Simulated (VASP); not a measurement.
Set up this calculation in VASP 6.6.1, as the native input.

```
Task                   : single point
Functional             : PBE
Potentials or basis    : VASP PAW PBE potentials, release 64 (Os, C)
Cutoff                 : 520 eV
k mesh                 : 4 × 4 × 4
Occupations            : gaussian, width 0.1 eV
Spin                   : no spin polarisation
Dipole correction      : no
Further INCAR settings : ALGO = Normal; EDIFF = 1e-07; NBANDS = 26
```

The structure of Os4C lies in POSCAR:

```
Os4C
1.0
    3.9470399629      0.0000000000      0.0000000000
    0.0000000000      3.9470399629      0.0000000000
    0.0000000000      0.0000000000      4.2199254962
Os C
4 1
Direct
    0.5000000000      0.0000000000      0.9588999062
    0.5000000000      0.5000000000      0.5374176517
    0.0000000000      0.5000000000      0.9588999062
    0.0000000000      0.0000000000      0.4626564564
    0.5000000000      0.5000000000      0.0827618211
```

One way to write it, as run:

INCAR

```
ALGO = Normal
EDIFF = 1E-7
ENCUT = 520
GGA = PE
ISIF = 2
ISMEAR = 0
LASPH = T
LCHARG = F
LREAL = F
LWAVE = F
NBANDS = 26
NELM = 80
PREC = Accurate
SIGMA = 0.1
```

KPOINTS

```
k-points
0
Gamma
  4 4 4
```

Potentials or basis: VASP PAW PBE potentials, release 64 (Os, C).

The run is started by

```bash
$ cat potpaw_PBE.64/Os/POTCAR potpaw_PBE.64/C/POTCAR > POTCAR
$ mpirun -np 1 vasp_std > vasp.out
```

It gave:

```json
{
  "Pressure": "1.4 GPa",
  "Largest force": "0.173 eV/Å",
  "Band gap on the k mesh": "zero (band 18 reaches 10.06 eV, above the bottom of band 19 at 7.91 eV)"
}
```

Caveat: the k points lie up to 0.40 Å⁻¹ apart; spin-orbit coupling is left out, which moves the levels of the heavy elements.

Run time: 23 s on 1 thread of AMD EPYC 9R45 96-Core Processor (Zen 5), with other jobs on the host, peak memory 0.15 GiB.
